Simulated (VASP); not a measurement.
# Cu (P6_3/mmc) in VASP: notebook

Cu is run at these levels: PBEsol; tasks: single point.

Everything below comes from runs of VASP 6.6.1. Logs are shortened: lines on timing, memory, paths and dates and some standing lists are left out, and cuts for length are marked.

**1. The cell of the first run**

Symmetry: P6_3/mmc, No. 194, hexagonal system. Conventional cell: a = 2.484 Å, b = 2.484 Å, c = 4.577 Å, α = 90.00°, β = 90.00°, γ = 120.00°. Within 3.3 Å of Cu (site symmetry -6m2) lie 12 Cu at 2.48 to 2.70 Å.

This isn't the form of Cu at room conditions, which is fcc.

**2. Single point, PBEsol (12.23 Å³/atom)**

INCAR

```
SYSTEM = Cu
PREC     = Accurate       ! precision mode
ENCUT    = 520            ! plane-wave cutoff, eV
EDIFF    = 1E-7           ! SCF threshold, eV
ISMEAR   = 0              ! smearing method
SIGMA    = 0.15           ! smearing width, eV
LREAL    = .False.        ! projectors in reciprocal space
LASPH    = .True.         ! aspherical terms in the spheres
NELM     = 100            ! most SCF steps
ALGO     = Fast           ! electronic algorithm
ISIF     = 2              ! what is computed and relaxed
LWAVE    = .False.        ! write WAVECAR
LCHARG   = .False.        ! write CHGCAR
GGA      = PS             ! functional
NBANDS   = 18             ! bands
```

KPOINTS

```
Automatic mesh
0
Gamma
  24 24 12
  0 0 0
```

POSCAR

```
Cu
1.0
    2.4840306851      0.0000000000      0.0000000000
   -1.2420153426      2.1512336771      0.0000000000
    0.0000000000      0.0000000000      4.5765781342
Cu
2
Direct
    0.3333333333      0.6666666667      0.2500000000
    0.6666666667      0.3333333333      0.7500000000
```

Potentials or basis: VASP PAW PBE potentials, release 64 (Cu).

Launch:

```sh
$ cat potpaw_PBE.64/Cu/POTCAR > POTCAR
$ mpirun -np 1 vasp_std > vasp.out
```

OUTCAR:

```text
SYSTEM = Cu
   PREC = Accurate
   ENCUT = 520
   EDIFF = 1E-7
   ISMEAR = 0
   LREAL = .False.
   LASPH = .True.
   NELM = 100
   ISIF = 2
   GGA = PS

 ion  position               nearest neighbor table
   1  0.333  0.667  0.250-   2 2.70   2 2.70   2 2.70   2 2.70   2 2.70   2 2.70
   2  0.667  0.333  0.750-   1 2.70   1 2.70   1 2.70   1 2.70   1 2.70   1 2.70

  LATTYP: Found a hexagonal cell.
 ALAT       =     2.4840306851
 C/A-ratio  =     1.8424000000

  Lattice vectors:

 A1 = (   2.4840306851,   0.0000000000,   0.0000000000)
 A2 = (  -1.2420153426,   2.1512336771,   0.0000000000)
 A3 = (   0.0000000000,   0.0000000000,   4.5765781342)

Analysis of symmetry for initial positions (statically):
=====================================================================
 Subroutine PRICEL returns:
 Original cell was already a primitive cell.

 Routine SETGRP: Setting up the symmetry group for a
 hexagonal supercell.

 Subroutine GETGRP returns: Found 24 space group operations
 (whereof 12 operations were pure point group operations)
 out of a pool of 24 trial point group operations.

The static configuration has the point symmetry D_3d.
 The point group associated with its full space group is D_6h.

Analysis of symmetry for dynamics (positions and initial velocities):
=====================================================================
 Subroutine PRICEL returns:
 Original cell was already a primitive cell.

 Routine SETGRP: Setting up the symmetry group for a
 hexagonal supercell.

 Subroutine GETGRP returns: Found 24 space group operations
 (whereof 12 operations were pure point group operations)
 out of a pool of 24 trial point group operations.

The dynamic configuration has the point symmetry D_3d.
 The point group associated with its full space group is D_6h.

 Subroutine INISYM returns: Found 24 space group operations
 (whereof 12 operations are pure point group operations),
 and found     1 'primitive' translations

----------------------------------------------------------------------------------------

                                     Primitive cell

  volume of cell :      24.4560

  direct lattice vectors                    reciprocal lattice vectors
     2.484030685  0.000000000  0.000000000     0.402571517  0.232424773  0.000000000
    -1.242015343  2.151233677  0.000000000     0.000000000  0.464849547  0.000000000
     0.000000000  0.000000000  4.576578134     0.000000000  0.000000000  0.218503863

  length of vectors
     2.484030685  2.484030685  4.576578134     0.464849547  0.464849547  0.218503863

  position of ions in fractional coordinates (direct lattice)
     0.333333333  0.666666667  0.250000000
     0.666666667  0.333333333  0.750000000

  ion indices of the primitive-cell ions
   primitive index   ion index
                 1           1
                 2           2

----------------------------------------------------------------------------------------

 KPOINTS: Automatic mesh

Automatic generation of k-mesh.
 Grid dimensions read from file:
 generate k-points for:   24   24   12

 Generating k-lattice:

  Cartesian coordinates                     Fractional coordinates (reciprocal lattice)
     0.016773813  0.009684366  0.000000000     0.041666667  0.000000000  0.000000000
     0.000000000  0.019368731  0.000000000     0.000000000  0.041666667  0.000000000
     0.000000000  0.000000000  0.018208655     0.000000000  0.000000000  0.083333333

  Length of vectors
     0.019368731  0.019368731  0.018208655

  Shift w.r.t. Gamma in fractional coordinates (k-lattice)
     0.000000000  0.000000000  0.000000000

 Subroutine IBZKPT returns following result:
 ===========================================

 Found    427 irreducible k-points:

 Following reciprocal coordinates:
            Coordinates               Weight
  0.000000  0.000000  0.000000      1.000000
  0.041667 -0.000000  0.000000      6.000000
  0.083333 -0.000000  0.000000      6.000000
  0.125000 -0.000000  0.000000      6.000000
  0.166667 -0.000000  0.000000      6.000000
  0.208333 -0.000000  0.000000      6.000000
[... 16 lines left out ...]
  0.416667  0.041667  0.000000     12.000000
  0.458333  0.041667  0.000000     12.000000
 [... further k-points ...]
   k-points           NKPTS =    427   k-points in BZ     NKDIM =    427   number of bands    NBANDS=     18
   number of dos      NEDOS =    301   number of ions     NIONS =      2
   total plane-waves  NPLWV =  11664
   dimension x,y,z NGX =    18 NGY =   18 NGZ =   36
   dimension x,y,z NGXF=    36 NGYF=   36 NGZF=   72
   ions per type =               2
   NGX,Y,Z   is equivalent  to a cutoff of  12.05, 12.05, 13.08 a.u.
   NGXF,Y,Z  is equivalent  to a cutoff of  24.09, 24.09, 26.15 a.u.
 SYSTEM =  Cu
   PREC   = accura    normal or accurate (medium, high low for compatibility)
   ISTART =      0    job   : 0-new  1-cont  2-samecut
   ICHARG =      2    charge: 1-file 2-atom 10-const
   ISPIN  =      1    spin polarized calculation?
   LNONCOLLINEAR =      F non collinear calculations
   LSORBIT =      F    spin-orbit coupling
   LASPH  =      T    aspherical Exc in radial PAW
   ENCUT  =  520.0 eV  38.22 Ry    6.18 a.u.   4.62  4.62  8.51*2*pi/ulx,y,z
   NELM   =    100;   NELMIN=  2; NELMDL= -5     # of ELM steps
   EDIFF  = 0.1E-06   stopping-criterion for ELM
   LREAL  =      F    real-space projection
   EDIFFG = 0.1E-05   stopping-criterion for IOM
   NSW    =      0    number of steps for IOM
   IBRION =     -1    ionic relax: 0-MD 1-quasi-New 2-CG
   NFREE  =      0    steps in history (QN), initial steepest desc. (CG)
   ISIF   =      2    stress and relaxation
   ISYM   =      2    0-nonsym 1-usesym 2-fastsym
   POTIM  = 0.5000    time-step for ionic-motion
   TEBEG  =    0.0;   TEEND  =   0.0 temperature during run
   PSTRESS=    0.0 pullay stress
   NELECT =      22.0000    total number of electrons
   NUPDOWN=      -1.0000    fix difference up-down
   EMIN   =  10.00;   EMAX   =-10.00  energy-range for DOS
   EFERMI =   0.00;   METHOD = LEGACY
   ISMEAR =     0;   SIGMA  =   0.15  broadening in eV -4-tet -1-fermi 0-gaus
   EFERMI_NEDOS =   21; number of points for ismear=-14 and -15
   IALGO  =     68    algorithm
   IMIX   =      4    mixing-type and parameters
     AMIX     =   0.40;   BMIX     =  1.00
     AMIX_MAG =   1.60;   BMIX_MAG =  1.00
  volume/ion in A,a.u.               =      12.23        82.52
  Fermi-wavevector in a.u.,A,eV,Ry     =   1.580352  2.986433 33.980733  2.497513
  Thomas-Fermi vector in A             =   2.680593
   LORBIT       =      0    0 simple, 1 ext, 2 COOP (PROOUT), +10 PAW based schemes
   GGA     = PS    functional components
   LHFCALC =     F    Hartree Fock is set to
   AEXX    =    0.0000 exact exchange contribution
   IVDW    =     0    specifies the selected vdW correction
   LEPSILON=     F    determine dielectric tensor
   LRPA    =     F    only Hartree local field effects (RPA)
 non-spin polarized calculation
 RMM-DIIS sequential band-by-band and
 Gauss-broadening in eV      SIGMA  =   0.15
  energy-cutoff  :      520.00
  volume of cell :       24.46
 maximum number of plane-waves:       674
   NGX =  9   NGY =  9   NGZ = 17

 number of electron      21.9999945 magnetization

 Free energy of the ion-electron system (eV)
  ---------------------------------------------------
  ext. energy  EPLUGINS =         0.00000000
  ---------------------------------------------------
  free energy    TOTEN  =        -8.44785570 eV

  energy without entropy =       -8.43824870  energy(sigma->0) =       -8.44305220

 E-fermi :   7.0203     XC(G=0): -12.6955

 val. band max:        7.0145526017   @ k =   0.3333   0.1667   0.0833
 cond. band min:       7.0231997887   @ k =   0.2500   0.1250   0.3333
 fundamental gap:      0.0086471869
 Fermi energy:         7.0202528944

 k-point     1 :       0.0000    0.0000    0.0000
  band No.  band energies     occupation
      1      -2.1479      2.00000
      2       1.7161      2.00000
      3       3.6558      2.00000
      4       4.0721      2.00000
      5       4.0721      2.00000
      6       4.1904      2.00000
[... 10 lines left out ...]
     17      30.8654      0.00000
     18      30.8797      0.00000

 k-point     2 :       0.0417   -0.0000    0.0000
  band No.  band energies     occupation
      1      -2.0878      2.00000
      2       1.7592      2.00000
      3       3.6658      2.00000
      4       4.0594      2.00000
      5       4.0946      2.00000
      6       4.1762      2.00000
[... 10 lines left out ...]
     17      30.0176      0.00000
     18      30.4799      0.00000

 k-point     3 :       0.0833   -0.0000    0.0000
  band No.  band energies     occupation
      1      -1.9086      2.00000
      2       1.8845      2.00000
      3       3.6896      2.00000
      4       4.0272      2.00000
      5       4.1385      2.00000
      6       4.1608      2.00000
[... 10 lines left out ...]
     17      29.2850      0.00000
     18      30.4104      0.00000

 k-point     4 :       0.1250   -0.0000    0.0000
  band No.  band energies     occupation
      1      -1.6133      2.00000
      2       2.0796      2.00000
      3       3.7051      2.00000
      4       3.9864      2.00000
      5       4.0204      2.00000
      6       4.1025      2.00000
[... 375 lines left out ...]
      4       3.8557      2.00000
      5       4.0180      2.00000
      6       4.2206      2.00000
[... 10 lines left out ...]
     17      21.6118      0.00000
     18      28.0042      0.00000

 k-point    23 :       0.4167    0.0417    0.0000
  band No.  band energies     occupation
      1       2.2049      2.00000
      2       2.5468      2.00000
      3       2.8433      2.00000
      4       3.9582      2.00000
      5       4.0434      2.00000
      6       4.3078      2.00000
[... 10 lines left out ...]
     17      21.2910      0.00000
     18      27.8576      0.00000

 k-point    24 :       0.4583    0.0417    0.0000
  band No.  band energies     occupation
      1       2.3384      2.00000
      2       2.4832      2.00000
      3       2.8223      2.00000
      4       3.9270      2.00000
      5       4.1762      2.00000
      6       4.3397      2.00000
[... 10 lines left out ...]
     17      21.1289      0.00000
     18      27.9013      0.00000

 [... further k-points ...]

------------------------ aborting loop because EDIFF is reached ----------------------------------------

  FORCE on cell =-STRESS in cart. coord.  units (eV):
  Direction    XX          YY          ZZ          XY          YZ          ZX
  --------------------------------------------------------------------------------------
  -------------------------------------------------------------------------------------
  Total       -0.2859089     -0.2859089     -2.8597849      0.0000000      0.0000000     -0.0000000
  in kB      -18.7306476    -18.7306476   -187.3520848      0.0000000      0.0000000     -0.0000000
  external PRESSURE =     -74.9377934 kB  Pullay stress =       0.0000000 kB

 VOLUME and BASIS-vectors are now :
 -----------------------------------------------------------------------------
  energy-cutoff  :      520.00
  volume of cell :       24.46
      direct lattice vectors                 reciprocal lattice vectors
     2.484030685  0.000000000  0.000000000     0.402571517  0.232424773  0.000000000
    -1.242015343  2.151233677  0.000000000     0.000000000  0.464849547  0.000000000
     0.000000000  0.000000000  4.576578134     0.000000000  0.000000000  0.218503863

 POSITION                                       TOTAL-FORCE (eV/Angst)
 -----------------------------------------------------------------------------------
     -0.00000      1.43416      1.14414         0.000000      0.000000      0.000000
      1.24202      0.71708      3.43243        -0.000000      0.000000      0.000000
 -----------------------------------------------------------------------------------
    total drift:                                0.000000     -0.000000      0.000000

  FREE ENERGIE OF THE ION-ELECTRON SYSTEM (eV)
  ---------------------------------------------------
  free  energy   TOTEN  =        -8.4478556952 eV

  energy  without entropy=       -8.4382486971  energy(sigma->0) =       -8.44305220
```

Wall time 1.8 min (1 thread of AMD EPYC 9R45 (Zen 5), shared host); peak memory 0.22 GiB.

Results:

```yaml
Free_energy: -8.4479 eV
Pressure: -7.5 GPa
Band_gap_on_the_k_mesh: zero (bands 11 and 12 overlap by 6.45 eV)
```

Stress tensor (GPa, compression positive):
```
 -1.87   0.00   0.00
  0.00  -1.87   0.00
  0.00   0.00 -18.74
```

Caveat: the stress differs along the axes, from -19 to -2 GPa; the PAW data sets were made with another functional, which shifts forces and pressure a little.

**3. Single point, PBEsol (12.23 Å³/atom)**

INCAR

```
ALGO = Fast
EDIFF = 1E-7
ENCUT = 520
GGA = PS
ISIF = 2
ISMEAR = 0
LASPH = True
LCHARG = False
LREAL = False
LWAVE = False
NBANDS = 18
NELM = 60
PREC = Accurate
SIGMA = 0.15
```

KPOINTS

```
k-points
0
Gamma
  24 24 12
```

POSCAR

```
Cu
1.0
    2.6919608521      0.0000000000      0.0000000000
   -1.3459804261      2.3313064839      0.0000000000
    0.0000000000      0.0000000000      3.8968825295
Cu
2
Direct
    0.3333333333      0.6666666667      0.2500000000
    0.6666666667      0.3333333333      0.7500000000
```

Potentials or basis: VASP PAW PBE potentials, release 64 (Cu).

Launch:

```sh
$ cat potpaw_PBE.64/Cu/POTCAR > POTCAR
$ mpirun -np 1 vasp_std > vasp.out
```

OUTCAR:

```text
EDIFF = 1E-7
   ENCUT = 520
   GGA = PS
   ISIF = 2
   ISMEAR = 0
   LASPH = True
   LREAL = False
   NELM = 60
   PREC = Accurate

 ion  position               nearest neighbor table
   1  0.333  0.667  0.250-   2 2.49   2 2.49   2 2.49   2 2.49   2 2.49   2 2.49
   2  0.667  0.333  0.750-   1 2.49   1 2.49   1 2.49   1 2.49   1 2.49   1 2.49

  LATTYP: Found a hexagonal cell.
 ALAT       =     2.6919608521
 C/A-ratio  =     1.4476000000

  Lattice vectors:

[... 694 lines left out ...]

------------------------ aborting loop because EDIFF is reached ----------------------------------------

  FORCE on cell =-STRESS in cart. coord.  units (eV):
  Direction    XX          YY          ZZ          XY          YZ          ZX
  --------------------------------------------------------------------------------------
  -------------------------------------------------------------------------------------
  Total       -1.9464198     -1.9464198      0.3266568      0.0000000      0.0000000      0.0000000
  in kB     -127.5151147   -127.5151147     21.4001547      0.0000000      0.0000000      0.0000000
  external PRESSURE =     -77.8766915 kB  Pullay stress =       0.0000000 kB

 VOLUME and BASIS-vectors are now :
 -----------------------------------------------------------------------------
  energy-cutoff  :      520.00
  volume of cell :       24.46
      direct lattice vectors                 reciprocal lattice vectors
     2.691960852  0.000000000  0.000000000     0.371476427  0.214472015  0.000000000
    -1.345980426  2.331306484  0.000000000     0.000000000  0.428944031  0.000000000
     0.000000000  0.000000000  3.896882530     0.000000000  0.000000000  0.256615382

 POSITION                                       TOTAL-FORCE (eV/Angst)
 -----------------------------------------------------------------------------------
     -0.00000      1.55420      0.97422        -0.000000      0.000000      0.000000
      1.34598      0.77710      2.92266         0.000000     -0.000000      0.000000
 -----------------------------------------------------------------------------------
    total drift:                               -0.000000      0.000000     -0.000000

  FREE ENERGIE OF THE ION-ELECTRON SYSTEM (eV)
  ---------------------------------------------------
  free  energy   TOTEN  =        -8.4444715024 eV

  energy  without entropy=       -8.4371411673  energy(sigma->0) =       -8.44080633
```

OSZICAR:

```text
N       E                     dE             d eps       ncg     rms          rms(c)
DAV:   1     0.123498199225E+03    0.12350E+03   -0.10530E+04 16364   0.216E+03
DAV:   2    -0.452754913450E+01   -0.12803E+03   -0.12171E+03 15418   0.286E+02
DAV:   3    -0.104715742428E+02   -0.59440E+01   -0.57044E+01 17178   0.850E+01
DAV:   4    -0.105352828700E+02   -0.63709E-01   -0.63664E-01 18396   0.941E+00
DAV:   5    -0.105361266510E+02   -0.84378E-03   -0.84375E-03 19068   0.939E-01    0.117E+01
RMM:   6    -0.933608192337E+01    0.12000E+01   -0.12995E+01 17966   0.637E+01    0.709E+00
RMM:   7    -0.846047320931E+01    0.87561E+00   -0.24367E+00 17722   0.287E+01    0.132E+00
RMM:   8    -0.844618576767E+01    0.14287E-01   -0.55722E-02 18908   0.243E+00    0.300E-01
RMM:   9    -0.844425849877E+01    0.19273E-02   -0.11483E-02 18865   0.190E+00    0.308E-02
RMM:  10    -0.844444041885E+01   -0.18192E-03   -0.19601E-03 18639   0.587E-01    0.539E-02
RMM:  11    -0.844445603975E+01   -0.15621E-04   -0.47747E-04 20129   0.204E-01    0.563E-03
RMM:  12    -0.844446899638E+01   -0.12957E-04   -0.12129E-04 21353   0.125E-01    0.486E-03
RMM:  13    -0.844447146992E+01   -0.24735E-05   -0.19793E-05 20761   0.409E-02    0.538E-03
RMM:  14    -0.844447141568E+01    0.54241E-07   -0.58868E-06 18567   0.338E-02    0.233E-03
RMM:  15    -0.844447150047E+01   -0.84795E-07   -0.21546E-06 15443   0.122E-02    0.387E-04
RMM:  16    -0.844447150244E+01   -0.19659E-08   -0.16834E-07 11301   0.386E-03
   1 F= -.84444715E+01 E0= -.84408063E+01  d E =-.733034E-02
```

stdout:

```text
POSCAR found type information on POSCAR Cu
 POSCAR found :  1 types and       2 ions
 scaLAPACK will be used
 -----------------------------------------------------------------------------
[... 24 lines left out ...]
 num prob WARNING in EDDRMM: call to ZHEGV failed, returncode =   6  3     18
WARNING in EDDRMM: call to ZHEGV failed, returncode =   8  4     18
 num prob  num prob  num prob  num prob  num prob  num prob  num prob  num prob  num prob  num prob  num prob  num prob  num prob  num prob  num prob  num prob  num prob WARNING in EDDRMM: call to ZHEGV failed, returncode =   6  3     17
 num prob  num prob  num prob  num prob WARNING in EDDRMM: call to ZHEGV failed, returncode =   6  3     13
 num prob  num prob  num prob  num prob  num prob  num prob  num prob  num prob  num prob  num prob  num prob  num prob RMM:  16    -0.844447150244E+01   -0.19659E-08   -0.16834E-07 11301   0.386E-03
```

It took 98 s on 1 thread of AMD EPYC 9R45 (Zen 5), shared host; peak memory 0.22 GiB.

What came out:

| Quantity | Value |
| --- | --- |
| Free energy | -8.4445 eV |
| Pressure | -7.8 GPa |
| Band gap on the k mesh | zero (bands 11 and 12 overlap by 5.24 eV) |

Caveat: the stress differs along the axes, from -13 to 2 GPa; the PAW data sets were made with another functional, which shifts forces and pressure a little.

**4. Single point, PBEsol (12.23 Å³/atom)**

INCAR

```
ALGO = Fast ; EDIFF = 1E-6
ENCUT = 520 ; GGA = PS
ISIF = 2 ; ISMEAR = 0
LASPH = T ; LCHARG = F
LREAL = F ; LWAVE = F
NBANDS = 18 ; NELM = 60
PREC = Accurate ; SIGMA = 0.15
```

KPOINTS is that of step 3.

POSCAR

```
Cu
1.0
    2.6207709799      0.0000000000      0.0000000000
   -1.3103854900      2.2696542461      0.0000000000
    0.0000000000      0.0000000000      4.1114655133
Cu
2
Direct
    0.3333333333      0.6666666667      0.2500000000
    0.6666666667      0.3333333333      0.7500000000
```

Launch:

```sh
$ cat potpaw_PBE.64/Cu/POTCAR > POTCAR
$ mpirun -np 1 vasp_std > vasp.out
```

Wall time 82 s (1 thread of AMD EPYC 9R45 (Zen 5), shared host); peak memory 0.23 GiB.

The run converged. Its results:

| Quantity | Value |
| --- | --- |
| Free energy | -8.5337 eV |
| Pressure | -9.9 GPa |
| Band gap on the k mesh | zero (bands 11 and 12 overlap by 5.64 eV) |

Stress tensor (GPa, compression positive):
```
-11.96   0.00   0.00
  0.00 -11.96   0.00
  0.00   0.00  -5.63
```

Levels at points of the mesh, in eV from the Fermi level:
```
           k point  band 8  band 9  band 10  band 11  band 12  band 13  band 14  band 15
(0.00, 0.00, 0.00)   -2.49   -2.49    -1.67    -1.67    -0.56     4.13    20.31    20.31
(0.50, 0.00, 0.00)   -1.66   -1.54    -1.50    -0.09     1.32     7.75     8.23    10.65
(0.00, 0.00, 0.50)   -2.94   -1.88    -1.88    -1.88    -1.88    13.17    13.17    21.24
(0.50, 0.00, 0.50)   -1.85   -1.58    -1.58     0.46     0.46     4.54     4.54    15.28
```

Caveat: the stress differs along the axes, from -12 to -6 GPa; the PAW data sets were made with another functional, which shifts forces and pressure a little.

(Continued in part 2 of 2.)

The gap in the log of VASP goes by the Fermi energy; the results here count the filled bands.